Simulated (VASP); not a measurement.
# NiO (R-3m) in VASP: single point with PBE+U

Aim: the single point of NiO with PBE+U.

Program: VASP 6.6.1. These are calculated values, not measurements. Logs are shortened: lines on timing, memory, paths and dates and some standing lists are left out, and cuts for length are marked.

### Step 1. The cell of the first run

The typed cell holds 4 atoms: a = 2.987 Å, b = 2.987 Å, c = 5.168 Å, α = 106.80°, β = 106.80°, γ = 60.00°.

### Step 2. Single point, PBE+U, collinear spin, antiferromagnetic start (volume scaled by 0.980)

The input, INCAR:

```
SYSTEM = NiO
PREC = Accurate
ENCUT = 520
EDIFF = 1E-6
ISMEAR = 0
SIGMA = 0.05
LREAL = .False.
LASPH = .True.
NELM = 150
ALGO = Normal
ISIF = 2
LWAVE = .False.
LCHARG = .False.
ISPIN = 2
MAGMOM = 1.85 -1.85 0 0
LORBIT = 11
LMAXMIX = 4
LDAU = .True.
LDAUTYPE = 2
LDAUL = 2 -1
LDAUU = 6.2 0
LDAUJ = 0 0
LDAUPRINT = 1
GGA = PE
NBANDS = 28
```

The input, KPOINTS:

```
regular mesh
0
Gamma
  10 10 6
  0 0 0
```

The input, POSCAR:

```
NiO
1.0
    1.4934140056      0.8622204732      2.4387469149
   -1.4934140056      0.8622204732      2.4387469149
    0.0000000000     -5.1677966358     -0.0019544630
Ni O
2 2
Direct
    1.0000000000      0.0000000000      0.0000000000
    1.5000000000      0.5000000000      0.5000000000
    0.7499999977      0.7499999977      0.2499999934
    1.2500000023      1.2500000023      0.7500000066
```

Potentials or basis: VASP PAW PBE potentials, release 64 (Ni, O).

The run is started by

```console
$ cat potpaw_PBE.64/Ni/POTCAR potpaw_PBE.64/O/POTCAR > POTCAR
$ mpirun -np 1 vasp_std > vasp.out
```

OUTCAR:

```text
SYSTEM = NiO
   PREC = Accurate
   ENCUT = 520
   EDIFF = 1E-6
   ISMEAR = 0
   LREAL = .False.
   LASPH = .True.
   NELM = 150
   ISIF = 2
   ISPIN = 2
   LORBIT = 11
   GGA = PE

 ion  position               nearest neighbor table
   1  0.000  0.000  0.000-   3 2.11   4 2.11   3 2.11   3 2.11   4 2.11   4 2.11   2 2.98   2 2.98
                             2 2.98   2 2.98   2 2.98   2 2.98
   2  0.500  0.500  0.500-   3 2.11   4 2.11   4 2.11   4 2.11   3 2.11   3 2.11   1 2.98   1 2.98
                             1 2.98   1 2.98   1 2.98   1 2.98
   3  0.750  0.750  0.250-   1 2.11   2 2.11   1 2.11   1 2.11   2 2.11   2 2.11
   4  0.250  0.250  0.750-   1 2.11   2 2.11   1 2.11   1 2.11   2 2.11   2 2.11

  LATTYP: Found a trigonal (rhomboedric) cell.
 ALAT       =     5.1678069757
 COS(alpha) =     0.8329750471

  Lattice vectors:

 A1 = (  -1.4934140056,  -4.3055761626,   2.4367924519)
 A2 = (   0.0000000000,  -5.1677966358,  -0.0019544630)
 A3 = (   1.4934140056,  -4.3055761626,   2.4367924519)

Analysis of symmetry for initial positions (statically):
=====================================================================
 Subroutine PRICEL returns following result:

  LATTYP: Found a trigonal (rhomboedric) cell.
 ALAT       =     2.9844290684
 COS(alpha) =     0.4991950132
[... 12 lines left out ...]
 Subroutine GETGRP returns: Found 12 space group operations
 (whereof 12 operations were pure point group operations)
 out of a pool of 12 trial point group operations.

The static configuration has the point symmetry D_3d.

Analysis of symmetry for dynamics (positions and initial velocities):
=====================================================================
 Subroutine PRICEL returns following result:

  LATTYP: Found a trigonal (rhomboedric) cell.
 ALAT       =     2.9844290684
 COS(alpha) =     0.4991950132
[... 12 lines left out ...]
 Subroutine GETGRP returns: Found 12 space group operations
 (whereof 12 operations were pure point group operations)
 out of a pool of 12 trial point group operations.

The dynamic configuration has the point symmetry D_3d.

Analysis of structural, dynamic, and magnetic symmetry:
=====================================================================
 Subroutine PRICEL returns following result:

  LATTYP: Found a trigonal (rhomboedric) cell.
 ALAT       =     2.9844290684
 COS(alpha) =     0.4991950132
[... 12 lines left out ...]
 Subroutine GETGRP returns: Found 12 space group operations
 (whereof 12 operations were pure point group operations)
 out of a pool of 12 trial point group operations.

The overall configuration has the point symmetry D_3d.

 Subroutine INISYM returns: Found 12 space group operations
 (whereof 12 operations are pure point group operations),
 and found     2 'primitive' translations

----------------------------------------------------------------------------------------

                                     Primitive cell

  volume of cell :      18.8189

  direct lattice vectors                    reciprocal lattice vectors
     1.493414006  2.583898318  0.000977232     0.334803342  0.193454394  0.136627404
     0.000000000  1.721677845 -2.437769683     0.000000000  0.000155101 -0.410101485
    -1.493414006  2.583898318  0.000977231    -0.334803342  0.193454394  0.136627404

  length of vectors
     2.984429068  2.984442265  2.984429068     0.410103558  0.410101514  0.410103558

  position of ions in fractional coordinates (direct lattice)
[... 167 lines left out ...]
  o =  0.1484  v =  0.0000  0.0000  0.0000  0.0000  0.0000  0.5773 -0.0000 -0.0000 -0.8165  0.0000      0.0000  0.0000  0.0000  0.0000  0.0000  0.0000  0.0000  0.0000  0.0000  0.0000
  o =  0.9809  v =  0.0000  0.0000  0.0000  0.0000  0.0000  0.8165 -0.0000  0.0000  0.5773 -0.0000      0.0000  0.0000  0.0000  0.0000  0.0000  0.0000  0.0000  0.0000  0.0000  0.0000
  o =  0.9809  v =  0.0000  0.0000  0.0000  0.0000  0.0000 -0.0000 -0.3166  0.8363 -0.0000 -0.4476      0.0000  0.0000  0.0000  0.0000  0.0000  0.0000  0.0000  0.0000  0.0000  0.0000
  o =  0.9809  v =  0.0000  0.0000  0.0000  0.0000  0.0000  0.0000  0.4828  0.5482  0.0000  0.6829      0.0000  0.0000  0.0000  0.0000  0.0000  0.0000  0.0000  0.0000  0.0000  0.0000
  o =  0.9827  v = -0.0000 -0.5594 -0.2468 -0.0000 -0.7913  0.0000  0.0000  0.0000  0.0000  0.0000      0.0000  0.0000  0.0000  0.0000  0.0000  0.0000  0.0000  0.0000  0.0000  0.0000
  o =  0.9827  v =  0.8164 -0.0000 -0.0000  0.5775 -0.0000  0.0000  0.0000  0.0000  0.0000  0.0000      0.0000  0.0000  0.0000  0.0000  0.0000  0.0000  0.0000  0.0000  0.0000  0.0000
  o =  0.9827  v =  0.0000  0.1422 -0.9691  0.0000  0.2017  0.0000  0.0000  0.0000  0.0000  0.0000      0.0000  0.0000  0.0000  0.0000  0.0000  0.0000  0.0000  0.0000  0.0000  0.0000
  o =  1.0269  v =  0.0000 -0.8166  0.0003 -0.0000  0.5772  0.0000  0.0000  0.0000  0.0000  0.0000      0.0000  0.0000  0.0000  0.0000  0.0000  0.0000  0.0000  0.0000  0.0000  0.0000
  o =  1.0269  v = -0.5775 -0.0000  0.0000  0.8164  0.0000  0.0000  0.0000  0.0000  0.0000  0.0000      0.0000  0.0000  0.0000  0.0000  0.0000  0.0000  0.0000  0.0000  0.0000  0.0000

atom =   2  type =  1  l = 2

 onsite density matrix

spin component  1

  0.7035  0.0000 -0.0000  0.3924 -0.0000
  0.0000  0.4259 -0.0000  0.0000  0.3924
 -0.0000 -0.0000  0.9809  0.0000  0.0000
  0.3924  0.0000  0.0000  0.4259  0.0000
 -0.0000  0.3924  0.0000  0.0000  0.7034

spin component  2

  0.9974 -0.0000 -0.0000 -0.0208  0.0000
 -0.0000  1.0122 -0.0000 -0.0000 -0.0208
 -0.0000 -0.0000  0.9827 -0.0000  0.0000
 -0.0208 -0.0000 -0.0000  1.0122 -0.0000
  0.0000 -0.0208  0.0000 -0.0000  0.9974

 occupancies and eigenvectors

  o =  0.1484  v =  0.0000  0.8165  0.0001 -0.0000 -0.5774  0.0000  0.0000  0.0000  0.0000  0.0000      0.0000  0.0000  0.0000  0.0000  0.0000  0.0000  0.0000  0.0000  0.0000  0.0000
  o =  0.1484  v =  0.5773 -0.0000 -0.0000 -0.8165  0.0000  0.0000  0.0000  0.0000  0.0000  0.0000      0.0000  0.0000  0.0000  0.0000  0.0000  0.0000  0.0000  0.0000  0.0000  0.0000
  o =  0.9809  v =  0.8165 -0.0000  0.0000  0.5773 -0.0000  0.0000  0.0000  0.0000  0.0000  0.0000      0.0000  0.0000  0.0000  0.0000  0.0000  0.0000  0.0000  0.0000  0.0000  0.0000
  o =  0.9809  v =  0.0000  0.3166 -0.8363  0.0000  0.4476  0.0000  0.0000  0.0000  0.0000  0.0000      0.0000  0.0000  0.0000  0.0000  0.0000  0.0000  0.0000  0.0000  0.0000  0.0000
  o =  0.9809  v = -0.0000 -0.4828 -0.5482 -0.0000 -0.6829  0.0000  0.0000  0.0000  0.0000  0.0000      0.0000  0.0000  0.0000  0.0000  0.0000  0.0000  0.0000  0.0000  0.0000  0.0000
  o =  0.9827  v =  0.0000  0.0000  0.0000  0.0000  0.0000 -0.0000 -0.5594 -0.2468 -0.0000 -0.7913      0.0000  0.0000  0.0000  0.0000  0.0000  0.0000  0.0000  0.0000  0.0000  0.0000
  o =  0.9827  v =  0.0000  0.0000  0.0000  0.0000  0.0000  0.8164 -0.0000  0.0000  0.5775 -0.0000      0.0000  0.0000  0.0000  0.0000  0.0000  0.0000  0.0000  0.0000  0.0000  0.0000
  o =  0.9827  v =  0.0000  0.0000  0.0000  0.0000  0.0000 -0.0000 -0.1422  0.9691 -0.0000 -0.2017      0.0000  0.0000  0.0000  0.0000  0.0000  0.0000  0.0000  0.0000  0.0000  0.0000
  o =  1.0269  v =  0.0000  0.0000  0.0000  0.0000  0.0000  0.0000  0.8166 -0.0003 -0.0000 -0.5772      0.0000  0.0000  0.0000  0.0000  0.0000  0.0000  0.0000  0.0000  0.0000  0.0000
  o =  1.0269  v =  0.0000  0.0000  0.0000  0.0000  0.0000  0.5775 -0.0000  0.0000 -0.8164  0.0000      0.0000  0.0000  0.0000  0.0000  0.0000  0.0000  0.0000  0.0000  0.0000  0.0000

 number of electron      32.0000017 magnetization       0.0000000

 Free energy of the ion-electron system (eV)
  ---------------------------------------------------
  ext. energy  EPLUGINS =         0.00000000
  ---------------------------------------------------
  free energy    TOTEN  =       -20.46394220 eV

  energy without entropy =      -20.46394220  energy(sigma->0) =      -20.46394220

 E-fermi :   6.1449     XC(G=0): -12.4545

 val. band max:        5.8792927478   @ k =   0.0000   0.0000   0.5000
 cond. band min:       9.0612610779   @ k =   0.0000   0.0000   0.0000
 fundamental gap:      3.1819683301
 Fermi energy:         6.1448608825

 spin component 1

 k-point     1 :       0.0000    0.0000    0.0000
  band No.  band energies     occupation
      1     -12.1242      1.00000
      2     -10.7669      1.00000
      3      -0.8551      1.00000
      4      -0.2450      1.00000
      5      -0.2450      1.00000
      6       1.6404      1.00000
[... 1481 lines left out ...]
     27      25.0721      0.00000
     28      27.5428      0.00000

 [... further k-points ...]

------------------------ aborting loop because EDIFF is reached ----------------------------------------

  FORCE on cell =-STRESS in cart. coord.  units (eV):
  Direction    XX          YY          ZZ          XY          YZ          ZX
  --------------------------------------------------------------------------------------
  -------------------------------------------------------------------------------------
  Total       -1.1427076     -1.1338342     -1.1416104      0.0000000     -0.0031350      0.0000000
  in kB      -48.6431177    -48.2653923    -48.5964133      0.0000000     -0.1334532      0.0000000
  external PRESSURE =     -48.5016411 kB  Pullay stress =       0.0000000 kB

 VOLUME and BASIS-vectors are now :
 -----------------------------------------------------------------------------
  energy-cutoff  :      520.00
  volume of cell :       37.64
      direct lattice vectors                 reciprocal lattice vectors
     1.493414006  0.862220473  2.438746915     0.334803342 -0.000077550  0.205050742
    -1.493414006  0.862220473  2.438746915    -0.334803342 -0.000077550  0.205050742
     0.000000000 -5.167796636 -0.001954463     0.000000000 -0.193531944  0.068423338

 POSITION                                       TOTAL-FORCE (eV/Angst)
 -----------------------------------------------------------------------------------
      0.00000      0.00000      0.00000        -0.000000     -0.000000     -0.000000
      0.00000     -1.72168      2.43777         0.000000     -0.000000     -0.000000
      0.00000      0.00138      3.65763         0.000000     -0.000000     -0.000000
      0.00000     -3.44474      1.21791         0.000000      0.000000      0.000000
 -----------------------------------------------------------------------------------
    total drift:                               -0.000000     -0.000000      0.000000

  FREE ENERGIE OF THE ION-ELECTRON SYSTEM (eV)
  ---------------------------------------------------
  free  energy   TOTEN  =       -20.4639421957 eV

  energy  without entropy=      -20.4639421957  energy(sigma->0) =      -20.46394220

 total charge

# of ion       s       p       d       tot
------------------------------------------
    1        0.332   0.398   8.215   8.945
    2        0.332   0.398   8.215   8.945
    3        1.550   3.457   0.000   5.006
    4        1.550   3.457   0.000   5.006
--------------------------------------------------
tot          3.764   7.709  16.430  27.904

 magnetization (x)

# of ion       s       p       d       tot
------------------------------------------
    1       -0.001  -0.005   1.760   1.755
    2        0.001   0.005  -1.760  -1.755
    3        0.000   0.000   0.000   0.000
    4        0.000   0.000   0.000   0.000
--------------------------------------------------
tot          0.000   0.000   0.000   0.000
```

Wall time 2.1 min (1 thread of Intel Xeon 6975P-C (Granite Rapids), shared host); peak memory 0.35 GiB.

Results:

* Free energy: -20.4639 eV
* Pressure: -4.9 GPa
* Band gap on the k mesh: 3.18 eV
* Net moment: 0.00 μB per cell
* Site moments: Ni +1.75, -1.75; O +0.00 μB
* Valence electrons inside the program's atomic spheres: Ni 8.95; O 5.01

Eigenvalues of the final occupation matrices:
| site | spin | trace | eigenvalues |
| --- | --- | --- | --- |
| site 1 d | 1 | 5.00 | 0.98 0.98 0.98 1.03 1.03 |
| site 1 d | 2 | 3.24 | 0.15 0.15 0.98 0.98 0.98 |
| site 2 d | 1 | 3.24 | 0.15 0.15 0.98 0.98 0.98 |
| site 2 d | 2 | 5.00 | 0.98 0.98 0.98 1.03 1.03 |

 The state reached can hang on the start; a lower one may exist.
